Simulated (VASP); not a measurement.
Runs of VASP 6.6.1 on Si2Mo. The structure is that of space group I4/mmm (No. 139), or close to it. The cells are those of the table. 

```csv
task,level,cell,cutoff (eV),gap on the mesh (eV),pressure (GPa),relaxed volume (Å³/atom),largest force (eV/Å)
relaxation of cell and atoms,PBE,"relaxed from a = 4.535 Å, angles 138.7, 138.7, 59.9°, 3 atoms",600,none,0.1,(b),0.01
relaxation of cell and atoms,PBEsol,"relaxed from a = 4.535 Å, angles 138.7, 138.7, 59.9°, 3 atoms",600,none,0.0,13.29,-
single point,r2SCAN+rVV10,"a = 4.512 Å, angles 138.5, 138.5, 60.1°, 3 atoms",520,none,0.6,-,0.01
single point,PBEsol,"a = 4.515 Å, angles 138.6, 138.6, 60.0°, 3 atoms",520,none,0.4,-,-
single point,PBE+D3(BJ),"a = 4.499 Å, angles 138.6, 138.6, 59.9°, 3 atoms",520,none,0.2,-,-
relaxation of cell and atoms,PBE+D3(BJ),"relaxed from a = 4.535 Å, angles 138.7, 138.7, 59.9°, 3 atoms",600,none,0.1,(a),0.02
single point,PBE,"a = 4.546 Å, angles 138.6, 138.6, 60.1°, 3 atoms",520,none,0.2,-,-
```

Alike in all rows: potentials or basis VASP PAW PBE potentials, release 64 (Si, Mo_sv); no spin polarisation; k mesh 11 × 11 × 11; smearing fermi-dirac 0.05 eV.

Problem. Estimate the missing entries.

Solution. (a) 13.13; (b) 13.58.

Caveats: the relaxation stopped at a loose force limit of 0.05 eV/Å, so its end isn't a converged minimum (some runs); the PAW data sets were made with another functional, which shifts forces and pressure a little (some runs); pairwise dispersion overbinds metals, which lowers pressure and volume (some runs).

A k mesh can miss the band edges, and the runs leave out spin-orbit coupling on Mo.

A gap of «none» marks levels without a gap at the run's occupations.
